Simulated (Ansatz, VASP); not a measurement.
## TaAg2F6: VASP beside Ansatz

INCAR

```
SYSTEM = TaAg2F6
PREC = Accurate ; ENCUT = 520
EDIFF = 1E-6 ; ISMEAR = 0
SIGMA = 0.1 ; LREAL = .False.
LASPH = .True. ; NELM = 60
ALGO = Normal ; ISIF = 2
LWAVE = .False. ; LCHARG = .False.
GGA = PE ; NBANDS = 48
```

The input KPOINTS:

```
regular mesh
0
Gamma
  4 4 4
  0 0 0
```

POSCAR

```
TaAg2F6
1.0
    0.0000000000      3.8836445000      3.8836445000
    3.8836445000      0.0000000000      3.8836445000
    3.8836445000      3.8836445000      0.0000000000
Ta Ag F
1 2 6
Direct
    0.0000000000      0.0000000000      0.0000000000
    0.2500000000      0.2500000000      0.2500000000
    0.7500000000      0.7500000000      0.7500000000
    0.7500000000      0.2500000000      0.2500000000
    0.2500000000      0.7500000000      0.7500000000
    0.2500000000      0.7500000000      0.2500000000
    0.7500000000      0.2500000000      0.7500000000
    0.2500000000      0.2500000000      0.7500000000
    0.7500000000      0.7500000000      0.2500000000
```

Input for Ansatz:

```yaml
crystal:
  lattice:
    - [0.0, 3.8836445, 3.8836445]
    - [3.8836445, 0.0, 3.8836445]
    - [3.8836445, 3.8836445, 0.0]
  atoms:
    - { symbol: Ta, position: [0.0, 0.0, 0.0] }
    - { symbol: Ag, position: [0.25, 0.25, 0.25] }
    - { symbol: Ag, position: [0.75, 0.75, 0.75] }
    - { symbol: F, position: [0.75, 0.25, 0.25] }
    - { symbol: F, position: [0.25, 0.75, 0.75] }
    - { symbol: F, position: [0.25, 0.75, 0.25] }
    - { symbol: F, position: [0.75, 0.25, 0.75] }
    - { symbol: F, position: [0.25, 0.25, 0.75] }
    - { symbol: F, position: [0.75, 0.75, 0.25] }
basis:
  ecutwfc: 420
kpoints:
  mp_grid: { grid: [4, 4, 4] }
hamiltonian:
  xc: pbe
scf:
  occupations: { method: gaussian, width: 0.1 }
  lower_state_search: "off"
output:
  forces: true
  stress: true
  eigenvalues: true
```

Change from the starting cell: ordered vacancies on the cation sites of perovskite (Fm-3m, No. 225).

Alike in both runs: task single point; functional PBE; k mesh 4 × 4 × 4; occupations gaussian, width 0.1 eV; no spin polarisation.

|  | VASP | Ansatz |
| --- | --- | --- |
| version | VASP 6.6.1 | Ansatz 0.2.0 |
| potentials or method | VASP PAW PBE potentials, release 64 (Ta_pv, Ag, F), cutoff 520 eV | scalar-relativistic, plane waves, PAW |
| valence electrons in the cell | 75 | 93 |

VASP gave:

- gap on the k mesh at the Fermi level (eV): none
- pressure (GPa): 9.5

Q: Which values does Ansatz return?

A: gap on the k mesh at the Fermi level (eV): none; pressure (GPa): 9.1.

A gap of «none» marks a metal or a gap that the smearing closes. With one functional, cell and mesh, what is left measures potentials, basis and numerics. VASP's potentials hold 75 valence electrons a cell and Ansatz's 93, so a difference there can come from the potentials and not from the codes.

Spin-orbit coupling is off throughout.
